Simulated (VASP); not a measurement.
Runs of VASP 6.6.1 on TiSi2. The structure is that of space group Fddd (No. 70), or close to it. The cells are those of the table. 

| task | cell | gap on the mesh (eV) | pressure (GPa) | largest force (eV/Å) |
| --- | --- | --- | --- | --- |
| electric field gradients | a = 6.042, b = 4.980, c = 4.853 Å, angles 75.8, 53.0, 51.1°, 6 atoms | none | -9.1 | 0.16 |
| single point | a = 5.965, b = 4.917, c = 4.791 Å, angles 75.8, 53.0, 51.1°, 6 atoms | none | -4.4 | 0.17 |
| single point | a = 6.016, b = 4.948, c = 4.823 Å, angles 73.4, 51.4, 49.6°, 6 atoms | none | -1.2 | 0.30 |
| single point | a = 5.906, b = 4.868, c = 4.744 Å, angles 75.8, 53.0, 51.1°, 6 atoms | none | (a) | 0.18 |
| single point | a = 5.956, b = 4.905, c = 4.780 Å, angles 75.0, 52.5, 50.6°, 6 atoms | none | (b) | 0.21 |
| single point | a = 5.895, b = 4.847, c = 4.760 Å, angles 75.7, 52.8, 51.5°, 6 atoms | none | 0.2 | 0.16 |
| single point | a = 5.846, b = 4.818, c = 4.695 Å, angles 75.8, 53.0, 51.1°, 6 atoms | none | 5.0 | 0.18 |

Alike in all rows: level PBEsol; potentials or basis VASP PAW PBE potentials, release 64 (Ti_sv, Si); no spin polarisation; k mesh 8 × 8 × 8; cutoff (eV) 520; smearing fermi-dirac 0.08 eV.

**Question.** Fill in the values left out.

**Answer.** (a) -0.1; (b) -1.6.

Caveats: the PAW data sets were made with another functional, which shifts forces and pressure a little; the cell stands under tension (at least some runs); the cell stands under pressure (at least some runs).

A gap of «none» marks levels without a gap at the run's occupations.
